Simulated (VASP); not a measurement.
A run of VASP 6.6.1 is set up as follows.

INCAR

```
PREC = Accurate
ENCUT = 520
EDIFF = 1E-6
ISMEAR = 0
SIGMA = 0.05
LREAL = F
LASPH = T
NELM = 80
ALGO = Normal
ISIF = 2
LWAVE = F
LCHARG = F
GGA = PS
NBANDS = 16
```

The input KPOINTS:

```
Automatic mesh
0
Gamma
  12 12 4
```

File POSCAR:

```
BN
1.0
    2.5791114554      0.0000000000      0.0000000000
   -1.2895557277      2.1034648140      0.0000000000
    0.0000000000      0.0000000000      6.6612000000
B N
2 2
Direct
    0.3333333333      0.6666666667      0.2500000000
    0.6666666667      0.3333333333      0.7500000000
    0.3333333333      0.6666666667      0.7500000000
    0.6666666667      0.3333333333      0.2500000000
```

Potentials or basis: VASP PAW PBE potentials, release 64 (B, N).

The run is started by

```console
$ cat potpaw_PBE.64/B/POTCAR potpaw_PBE.64/N/POTCAR > POTCAR
$ mpirun -np 1 vasp_std > vasp.out
```

Q: Estimate the largest force.

A: 0.919 eV/Å.

Q: What does it give for the band gap on the k mesh?

A: 3.97 eV, indirect (least direct gap 4.59 eV).

Forces in eV/Å, atoms in the order of the input:
```
B    0.000 -0.908  0.000
B    0.000  0.908  0.000
N    0.000 -0.919  0.000
N    0.000  0.919  0.000
```

Caveat: the cell differs from its parent crystal (strain +0.0300 x Voigt [1, -1, 0, 0, 0, 0]); the PAW data sets were made with another functional, which shifts forces and pressure a little. A k mesh can miss the band edges.
